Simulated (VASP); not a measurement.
Fe: single point with LDA

Crystal: Fe.

```xyz
1
Lattice="0.0000 1.9417 1.9651 1.4984 0.0000 1.9651 1.4984 1.9417 0.0000" Properties=species:S:1:pos:R:3 pbc="T T T"
Fe    0.0000    0.0000    0.0000
```

- Program: VASP 6.6.1
- Task: single point
- Functional: LDA
- Potentials or basis: VASP PAW LDA potentials, release 64 (Fe)
- Cutoff: 520 eV
- k mesh: 13 × 13 × 13
- Occupations: fermi-dirac, width 0.05 eV
- Spin: collinear spin, ferromagnetic start
- Starting moments: [3.0] μB

The pressure is -19.5 GPa and the net moment is 2.11 μB per cell. The site moments are Fe +2.08 μB and the valence electrons inside the program's atomic spheres are Fe 7.27.

Stress tensor (GPa, compression positive):
```
-25.24   0.00   0.00
  0.00 -15.78   0.00
  0.00   0.00 -17.34
```

Levels at points of the mesh, in eV from the Fermi level:
Spin up:
```tsv
k point	band 1	band 2	band 3	band 4	band 5	band 6	band 7	band 8	band 9	band 10
(0.00, 0.00, 0.00)	-8.53	-2.46	-2.36	-1.99	-1.21	-0.80	23.68	25.17	25.43	29.39
```
Spin down:
| k point | band 1 | band 2 | band 3 | band 4 | band 5 | band 6 | band 7 | band 8 |
| --- | --- | --- | --- | --- | --- | --- | --- | --- |
| (0.00, 0.00, 0.00) | -8.16 | -0.78 | -0.65 | -0.19 | 0.93 | 1.48 | 23.83 | 25.34 |

It took 34 s on 1 thread of Intel(R) Xeon(R) 6975P-C (Granite Rapids), with other jobs on the host, peak memory 0.19 GiB.
